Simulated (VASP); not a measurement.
Crystal: PbS.

```
Pb S
1.0
     4.08970    0.00000    0.00000
    -2.04485    3.54178    0.00000
     0.00000    0.00000    3.78817
Pb S
1 1
Direct
  0.00000 0.00000 0.00000
  0.66667 0.33333 0.50000
```

```yaml
Program: VASP 6.6.1
Task: relaxation of cell and atoms
Functional: RPBE
Potentials_or_basis: VASP PAW PBE potentials, release 64 (Pb_d, S)
Cutoff: 600 eV
k_mesh: 8 × 8 × 7
Occupations: fermi-dirac, width 0.05 eV
Spin: no spin polarisation
```

At the start: pressure 1.8 GPa; volume 27.44 Å³/atom.

Task: Where does the relaxation end?

Result: Over 5 steps the energy falls by 5.9 meV/atom and the volume is 28.51 Å³/atom (+3.9 %); space group P-6m2 (No. 187, to 0.05 Å).

Step by step:
| step | energy change (eV) | largest force (eV/Å) | pressure (GPa) | volume (Å³) |
| --- | --- | --- | --- | --- |
| 1 | 0.0000 | 0.0000 | 1.83 | 54.87 |
| 2 | -0.0107 | 0.0000 | -0.38 | 57.40 |
| 3 | -0.0113 | 0.0000 | 0.01 | 56.91 |
| 4 | -0.0117 | 0.0000 | 0.01 | 56.97 |
| 5 | -0.0118 | 0.0000 | 0.00 | 57.02 |

Final structure:
```
CELL_PARAMETERS angstrom
4.15201 0.00000 0.00000
-2.07601 3.59575 0.00000
0.00000 0.00000 3.81912
ATOMIC_POSITIONS crystal
Pb 0.00000 0.00000 0.00000
S 0.66667 0.33333 0.50000
```

Caveat: the PAW data sets were made with another functional, which shifts forces and pressure a little.
